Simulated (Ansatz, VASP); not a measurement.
## One calculation of AlN, two programs

File INCAR:

```
SYSTEM = AlN
PREC = Accurate
ENCUT = 520
EDIFF = 1E-7
ISMEAR = -1
SIGMA = 0.08
LREAL = .False.
LASPH = .True.
NELM = 80
ALGO = Normal
ISIF = 2
LWAVE = .False.
LCHARG = .True.
GGA = PS
LELF = .True.
LVHAR = .True.
NBANDS = 11
```

The input KPOINTS:

```
Automatic mesh
0
Gamma
  15 15 15
  0 0 0
```

The input POSCAR:

```
AlN
1.0
    0.0000000000      1.9617761192      1.9617761192
    1.9617761192      0.0000000000      1.9617761192
    1.9617761192      1.9617761192      0.0000000000
Al N
1 1
Direct
    0.0000000000      0.0000000000      0.0000000000
    0.2500000000      0.2500000000      0.2500000000
```

Input for Ansatz:

```yaml
crystal:
  lattice:
    - [0.0, 1.9617761192, 1.9617761192]
    - [1.9617761192, 0.0, 1.9617761192]
    - [1.9617761192, 1.9617761192, 0.0]
  atoms:
    - { symbol: Al, position: [0.0, 0.0, 0.0] }
    - { symbol: "N", position: [0.25, 0.25, 0.25] }
kpoints:
  mp_grid: { grid: [15, 15, 15] }
scf:
  occupations: { method: fermi_dirac, width: 0.08 }
hamiltonian:
  xc: pbesol
  pseudopotentials: { kind: paw }
output:
  forces: true
  stress: true
  eigenvalues: true
  populations: true
```

Change from the starting cell: volume scaled by 0.72, PAW files.

Alike in both runs: task single point; functional PBEsol; k mesh 15 × 15 × 15; occupations fermi-dirac, width 0.08 eV; no spin polarisation.

|  | VASP | Ansatz |
| --- | --- | --- |
| version | VASP 6.6.1 | Ansatz 0.2.0 |
| potentials or method | VASP PAW PBE potentials, release 64 (Al, N) | PAW with Ansatz's default frozen-core files, scalar-relativistic |
| plane-wave cutoff (eV) | 520 | 420 |
| valence electrons in the cell | 8 | 8 |

|  | VASP | Ansatz | Ansatz less VASP |
| --- | --- | --- | --- |
| gap on the k mesh at the Fermi level (eV) | 3.34 | 3.36 | +0.020 |
| pressure (GPa) | 124.9 | 122.8 | -2.10 |

VASP's potentials were made for PBE, not for PBEsol. Both programs put the cell under a high pressure, so it lies far from rest at this level.

Noted on VASP's run: the cell as given lies far from equilibrium.
